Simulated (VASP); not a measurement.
# ZnS (rocksalt type) (Fm-3m) in VASP: further runs, part 2 of 3

VASP 6.6.1. Earlier steps stand in the parts before.

**4. Single point, r2SCAN**

This run uses another cell than the first one, of 16.21 Å³/atom, 1.136 times its volume.

POSCAR reads:

```
ZnS
1.0
    0.0000000000      2.5310101156      2.5310101156
    2.5310101156      0.0000000000      2.5310101156
    2.5310101156      2.5310101156      0.0000000000
Zn S
1 1
Direct
    0.0000000000      0.0000000000      0.0000000000
    0.5000000000      0.5000000000      0.5000000000
```

INCAR.step1 reads:

```
PREC     = Accurate       # precision mode
ENCUT    = 520            # plane-wave cutoff, eV
ISMEAR   = -1             # smearing method
SIGMA    = 0.08           # smearing width, eV
LREAL    = False          # projectors in reciprocal space
LASPH    = True           # aspherical terms in the spheres
NELM     = 80             # most SCF steps
NBANDS   = 16             # bands
GGA      = PE             # functional
ALGO     = Normal         # electronic algorithm
EDIFF    = 1E-4           # SCF threshold, eV
LWAVE    = True           # write WAVECAR
LCHARG   = False          # write CHGCAR
```

INCAR.step2 reads:

```
PREC     = Accurate       # precision mode
ENCUT    = 520            # plane-wave cutoff, eV
EDIFF    = 1E-6           # SCF threshold, eV
ISMEAR   = -1             # smearing method
SIGMA    = 0.08           # smearing width, eV
LREAL    = False          # projectors in reciprocal space
LASPH    = True           # aspherical terms in the spheres
NELM     = 80             # most SCF steps
ALGO     = Normal         # electronic algorithm
ISIF     = 2              # what is computed and relaxed
LWAVE    = False          # write WAVECAR
LCHARG   = False          # write CHGCAR
METAGGA  = R2SCAN         # meta-GGA
LMIXTAU  = True         
NBANDS   = 16             # bands
ISTART   = 1
```

KPOINTS reads:

```
regular mesh
0
Gamma
  16 16 16
```

Potentials or basis: VASP PAW PBE potentials, release 64 (Zn, S).

Launch:

```sh
$ cat potpaw_PBE.64/Zn/POTCAR potpaw_PBE.64/S/POTCAR > POTCAR
$ cp INCAR.step1 INCAR
$ mpirun -np 1 vasp_std > vasp.out
$ cp INCAR.step2 INCAR
$ mpirun -np 1 vasp_std > vasp.out
```

OUTCAR:

```text
PREC = Accurate
   ENCUT = 520
   EDIFF = 1E-6
   ISMEAR = -1
   LREAL = False
   LASPH = True
   NELM = 80
   ISIF = 2
   METAGGA = R2SCAN
   ISTART = 1

 ion  position               nearest neighbor table
   1  0.000  0.000  0.000-   2 2.53   2 2.53   2 2.53   2 2.53   2 2.53   2 2.53
   2  0.500  0.500  0.500-   1 2.53   1 2.53   1 2.53   1 2.53   1 2.53   1 2.53

  LATTYP: Found a face centered cubic cell.
 ALAT       =     5.0620202312

  Lattice vectors:

 A1 = (   0.0000000000,   2.5310101156,   2.5310101156)
 A2 = (   2.5310101156,   0.0000000000,   2.5310101156)
 A3 = (   2.5310101156,   2.5310101156,   0.0000000000)

Analysis of symmetry for initial positions (statically):
[... 5 lines left out ...]
 face centered cubic supercell.

 Subroutine GETGRP returns: Found 48 space group operations
 (whereof 48 operations were pure point group operations)
 out of a pool of 48 trial point group operations.

The static configuration has the point symmetry O_h .

Analysis of symmetry for dynamics (positions and initial velocities):
[... 5 lines left out ...]
 face centered cubic supercell.

 Subroutine GETGRP returns: Found 48 space group operations
 (whereof 48 operations were pure point group operations)
 out of a pool of 48 trial point group operations.

The dynamic configuration has the point symmetry O_h .

 Subroutine INISYM returns: Found 48 space group operations
 (whereof 48 operations are pure point group operations),
 and found     1 'primitive' translations

----------------------------------------------------------------------------------------

                                     Primitive cell

  volume of cell :      32.4274

  direct lattice vectors                    reciprocal lattice vectors
     0.000000000  2.531010116  2.531010116    -0.197549586  0.197549586  0.197549586
     2.531010116  0.000000000  2.531010116     0.197549586 -0.197549586  0.197549586
     2.531010116  2.531010116  0.000000000     0.197549586  0.197549586 -0.197549586

  length of vectors
     3.579388832  3.579388832  3.579388832     0.342165920  0.342165920  0.342165920

  position of ions in fractional coordinates (direct lattice)
     0.000000000  0.000000000  0.000000000
     0.500000000  0.500000000  0.500000000

  ion indices of the primitive-cell ions
   primitive index   ion index
                 1           1
                 2           2

----------------------------------------------------------------------------------------

 KPOINTS: regular mesh

Automatic generation of k-mesh.
 Grid dimensions read from file:
 generate k-points for:   16   16   16

 Generating k-lattice:

  Cartesian coordinates                     Fractional coordinates (reciprocal lattice)
    -0.012346849  0.012346849  0.012346849     0.062500000  0.000000000  0.000000000
     0.012346849 -0.012346849  0.012346849     0.000000000  0.062500000  0.000000000
     0.012346849  0.012346849 -0.012346849     0.000000000  0.000000000  0.062500000

  Length of vectors
     0.021385370  0.021385370  0.021385370

  Shift w.r.t. Gamma in fractional coordinates (k-lattice)
     0.000000000  0.000000000  0.000000000

 Subroutine IBZKPT returns following result:
 ===========================================

 Found    145 irreducible k-points:

 Following reciprocal coordinates:
            Coordinates               Weight
  0.000000  0.000000  0.000000      1.000000
  0.062500  0.000000  0.000000      8.000000
  0.125000  0.000000  0.000000      8.000000
  0.187500  0.000000  0.000000      8.000000
  0.250000  0.000000  0.000000      8.000000
  0.312500  0.000000  0.000000      8.000000
[... 16 lines left out ...]
 -0.125000  0.062500  0.000000     24.000000
 -0.062500  0.062500  0.000000     12.000000
 [... further k-points ...]
   k-points           NKPTS =    145   k-points in BZ     NKDIM =    145   number of bands    NBANDS=     16
   number of dos      NEDOS =    301   number of ions     NIONS =      2
   total plane-waves  NPLWV =  21952
   dimension x,y,z NGX =    28 NGY =   28 NGZ =   28
   dimension x,y,z NGXF=    56 NGYF=   56 NGZF=   56
   ions per type =               1   1
   NGX,Y,Z   is equivalent  to a cutoff of  13.00, 13.00, 13.00 a.u.
   NGXF,Y,Z  is equivalent  to a cutoff of  26.01, 26.01, 26.01 a.u.
 SYSTEM =  unknown system
   PREC   = accura    normal or accurate (medium, high low for compatibility)
   ISTART =      1    job   : 0-new  1-cont  2-samecut
   ICHARG =      0    charge: 1-file 2-atom 10-const
   ISPIN  =      1    spin polarized calculation?
   LNONCOLLINEAR =      F non collinear calculations
   LSORBIT =      F    spin-orbit coupling
   LASPH  =      T    aspherical Exc in radial PAW
   ENCUT  =  520.0 eV  38.22 Ry    6.18 a.u.   6.66  6.66  6.66*2*pi/ulx,y,z
   NELM   =     80;   NELMIN=  2; NELMDL=  0     # of ELM steps
   EDIFF  = 0.1E-05   stopping-criterion for ELM
   LREAL  =      F    real-space projection
   EDIFFG = 0.1E-04   stopping-criterion for IOM
   NSW    =      0    number of steps for IOM
   IBRION =     -1    ionic relax: 0-MD 1-quasi-New 2-CG
   NFREE  =      0    steps in history (QN), initial steepest desc. (CG)
   ISIF   =      2    stress and relaxation
   ISYM   =      2    0-nonsym 1-usesym 2-fastsym
   POTIM  = 0.5000    time-step for ionic-motion
   TEBEG  =    0.0;   TEEND  =   0.0 temperature during run
   PSTRESS=    0.0 pullay stress
   NELECT =      18.0000    total number of electrons
   NUPDOWN=      -1.0000    fix difference up-down
   EMIN   =  10.00;   EMAX   =-10.00  energy-range for DOS
   EFERMI =   0.00;   METHOD = LEGACY
   ISMEAR =    -1;   SIGMA  =   0.08  broadening in eV -4-tet -1-fermi 0-gaus
   EFERMI_NEDOS =   21; number of points for ismear=-14 and -15
   IALGO  =     38    algorithm
   IMIX   =      4    mixing-type and parameters
     AMIX     =   0.40;   BMIX     =  1.00
     AMIX_MAG =   1.60;   BMIX_MAG =  1.00
  volume/ion in A,a.u.               =      16.21       109.42
  Fermi-wavevector in a.u.,A,eV,Ry     =   1.345432  2.542498 24.629097  1.810188
  Thomas-Fermi vector in A             =   2.473346
   LORBIT       =      0    0 simple, 1 ext, 2 COOP (PROOUT), +10 PAW based schemes
   METAGGA = R2SCAN    functional components
   LHFCALC =     F    Hartree Fock is set to
   AEXX    =    0.0000 exact exchange contribution
   IVDW    =     0    specifies the selected vdW correction
   LEPSILON=     F    determine dielectric tensor
   LRPA    =     F    only Hartree local field effects (RPA)
 non-spin polarized calculation
  energy-cutoff  :      520.00
  volume of cell :       32.43
 maximum number of plane-waves:       897
   NGX = 13   NGY = 13   NGZ = 13

 number of electron      18.0000013 magnetization

 Free energy of the ion-electron system (eV)
  ---------------------------------------------------
  ext. energy  EPLUGINS =         0.00000000
  ---------------------------------------------------
  free energy    TOTEN  =       -18.23859177 eV

  energy without entropy =      -18.23688979  energy(sigma->0) =      -18.23774078

 E-fermi :   4.0697     XC(G=0): -11.5541

 val. band max:        3.9588814013   @ k =   0.5000   0.5000   0.0000
 cond. band min:       4.1629314298   @ k =   0.4375   0.4375   0.0000
 fundamental gap:      0.2040500284
 Fermi energy:         4.0696895906

 k-point     1 :       0.0000    0.0000    0.0000
  band No.  band energies     occupation
      1     -10.6576      2.00000
      2      -2.6894      2.00000
      3      -2.6894      2.00000
      4      -2.6509      2.00000
      5      -2.6509      2.00000
      6      -2.6509      2.00000
[... 8 lines left out ...]
     15      16.3798      0.00000
     16      16.3798      0.00000

 k-point     2 :       0.0625    0.0000    0.0000
  band No.  band energies     occupation
      1     -10.6094      2.00000
      2      -2.7023      2.00000
      3      -2.7022      2.00000
      4      -2.6569      2.00000
      5      -2.6465      2.00000
      6      -2.6465      2.00000
[... 8 lines left out ...]
     15      15.2269      0.00000
     16      16.3354      0.00000

 k-point     3 :       0.1250    0.0000    0.0000
  band No.  band energies     occupation
      1     -10.4670      2.00000
      2      -2.7422      2.00000
      3      -2.7422      2.00000
      4      -2.6770      2.00000
      5      -2.6302      2.00000
      6      -2.6302      2.00000
[... 8 lines left out ...]
     15      14.5666      0.00000
     16      16.1230      0.00000
[... 362 lines left out ...]
 k-point    23 :      -0.1250    0.0625    0.0000
  band No.  band energies     occupation
      1     -10.3594      2.00000
      2      -2.7919      2.00000
      3      -2.7556      2.00000
      4      -2.6857      2.00000
      5      -2.6254      2.00000
      6      -2.6121      2.00000
[... 8 lines left out ...]
     15      15.3903      0.00000
     16      16.6086      0.00000

 k-point    24 :      -0.0625    0.0625    0.0000
  band No.  band energies     occupation
      1     -10.5299      2.00000
      2      -2.7379      2.00000
      3      -2.7118      2.00000
      4      -2.6647      2.00000
      5      -2.6407      2.00000
      6      -2.6364      2.00000
[... 8 lines left out ...]
     15      15.2864      0.00000
     16      16.7376      0.00000

 [... further k-points ...]
[... 5 lines left out ...]
  --------------------------------------------------------------------------------------
  -------------------------------------------------------------------------------------
  Total        0.0380101      0.0380101      0.0380101     -0.0000000      0.0000000     -0.0000000
  in kB        1.8780083      1.8780083      1.8780083     -0.0000000      0.0000000     -0.0000000
  external PRESSURE =       1.8780083 kB  Pullay stress =       0.0000000 kB

 VOLUME and BASIS-vectors are now :
 -----------------------------------------------------------------------------
  energy-cutoff  :      520.00
  volume of cell :       32.43
      direct lattice vectors                 reciprocal lattice vectors
     0.000000000  2.531010116  2.531010116    -0.197549586  0.197549586  0.197549586
     2.531010116  0.000000000  2.531010116     0.197549586 -0.197549586  0.197549586
     2.531010116  2.531010116  0.000000000     0.197549586  0.197549586 -0.197549586

 POSITION                                       TOTAL-FORCE (eV/Angst)
 -----------------------------------------------------------------------------------
      0.00000      0.00000      0.00000        -0.000000      0.000000      0.000000
      2.53101      2.53101      2.53101         0.000000     -0.000000     -0.000000
 -----------------------------------------------------------------------------------
    total drift:                               -0.000000      0.000000      0.000000

  FREE ENERGIE OF THE ION-ELECTRON SYSTEM (eV)
  ---------------------------------------------------
  free  energy   TOTEN  =       -18.2385917742 eV

  energy  without entropy=      -18.2368897869  energy(sigma->0) =      -18.23774078
```

Run time: 4.4 min. Hardware: 1 thread of AMD EPYC 9R45 (Zen 5), shared host; peak memory 0.19 GiB.

Results:

* Free energy: -18.2386 eV
* Pressure: 0.2 GPa

Caveat: the PAW data sets were made with another functional, which shifts forces and pressure a little.

**5. Single point, r2SCAN**

This run uses another cell than the first one, of 16.21 Å³/atom, 1.136 times its volume.

POSCAR is that of step 4.

INCAR.step1 reads:

```
SYSTEM = ZnS
  PREC = Accurate
  ENCUT = 520
  ISMEAR = -1
  SIGMA = 0.08
  LREAL = .False.
  LASPH = .True.
  NELM = 80
  NBANDS = 16
  GGA = PE
  ALGO = Normal
  EDIFF = 1E-4
  LWAVE = .True.
  LCHARG = .False.
```

INCAR.step2 reads:

```
SYSTEM = ZnS
  PREC = Accurate
  ENCUT = 520
  EDIFF = 1E-6
  ISMEAR = -1
  SIGMA = 0.08
  LREAL = .False.
  LASPH = .True.
  NELM = 80
  ALGO = Normal
  ISIF = 2
  LWAVE = .False.
  LCHARG = .True.
  METAGGA = R2SCAN
  LMIXTAU = .True.
  LELF = .True.
  LVHAR = .True.
  NBANDS = 16
  ISTART = 1
```

KPOINTS reads:

```
regular mesh
0
Gamma
  16 16 16
  0 0 0
```

Launch:

```sh
$ cat potpaw_PBE.64/Zn/POTCAR potpaw_PBE.64/S/POTCAR > POTCAR
$ cp INCAR.step1 INCAR
$ mpirun -np 1 vasp_std > vasp.out
$ cp INCAR.step2 INCAR
$ mpirun -np 1 vasp_std > vasp.out
```

Run time: 4.5 min. Hardware: 1 thread of AMD EPYC 9R45 (Zen 5), shared host; peak memory 0.19 GiB.

The run converged. Its results:

```yaml
Free_energy: -18.2386 eV
Pressure: 0.2 GPa
```

Levels at points of the mesh, in eV from the Fermi level:
| k point | band 5 | band 6 | band 7 | band 8 | band 9 | band 10 | band 11 | band 12 | band 13 | band 14 |
| --- | --- | --- | --- | --- | --- | --- | --- | --- | --- | --- |
| (0.00, 0.00, 0.00) | -6.72 | -6.72 | -0.87 | -0.87 | -0.87 | 2.43 | 9.31 | 9.31 | 9.31 | 12.31 |
| (0.50, 0.00, 0.00) | -6.56 | -6.56 | -5.75 | -0.35 | -0.35 | 4.22 | 5.82 | 5.82 | 8.07 | 14.16 |
| (0.50, 0.50, 0.00) | -6.50 | -6.06 | -5.68 | -2.88 | -2.88 | -0.11 | 5.57 | 12.76 | 13.24 | 13.24 |

Caveat: the PAW data sets were made with another functional, which shifts forces and pressure a little.

(Continued in part 3 of 3.)
